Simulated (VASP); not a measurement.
Set up this calculation in VASP 6.6.1, as the native input.

```
Task                   : single point
Functional             : LDA
Potentials or basis    : VASP PAW LDA potentials, release 64 (Ta_pv, N)
Cutoff                 : 520 eV
k mesh                 : 20 × 20 × 20
Occupations            : gaussian, width 0.15 eV
Spin                   : no spin polarisation
Dipole correction      : no
Further INCAR settings : ALGO = Normal; EDIFF = 1e-06; NBANDS = 15
```

The structure of TaN lies in POSCAR:

```
TaN
1.0
    0.0000000000      1.9413660345      2.7450915729
    1.9413660345      0.0000000000      2.7450915729
    1.9413660345      1.9413660345      0.0000000000
Ta N
1 1
Direct
    0.5000000000      0.5000000000      0.5000000000
    0.0000000000      0.0000000000      0.0000000000
```

This cell differs from its parent crystal: ratio of the length along z to the lengths across it x 1.414, volume and fractional coordinates fixed.

One way to write it, as run:

INCAR

```
PREC     = Accurate       # precision mode
ENCUT    = 520            # plane-wave cutoff, eV
EDIFF    = 1E-6           # SCF threshold, eV
ISMEAR   = 0              # smearing method
SIGMA    = 0.15           # smearing width, eV
LREAL    = False          # projectors in reciprocal space
LASPH    = True           # aspherical terms in the spheres
NELM     = 80             # most SCF steps
ALGO     = Normal         # electronic algorithm
ISIF     = 2              # what is computed and relaxed
LWAVE    = False          # write WAVECAR
LCHARG   = False          # write CHGCAR
NBANDS   = 15             # bands
```

KPOINTS

```
regular mesh
0
Gamma
  20 20 20
```

Potentials or basis: VASP PAW LDA potentials, release 64 (Ta_pv, N).

Launch:

```sh
$ cat potpaw_LDA.64/Ta_pv/POTCAR potpaw_LDA.64/N/POTCAR > POTCAR
$ mpirun -np 1 vasp_std > vasp.out
```

It gave:

| Property | Result |
| --- | --- |
| Pressure | 83.3 GPa |
| Band gap on the k mesh | zero (bands 8 and 9 overlap by 5.13 eV) |

Caveat: the stress differs along the axes, from -8 to 129 GPa; spin-orbit coupling is left out, which moves the levels of the heavy elements.

Wall time 6.1 min on 1 thread of Intel Xeon 8259CL (shared host), peak memory 0.31 GiB.
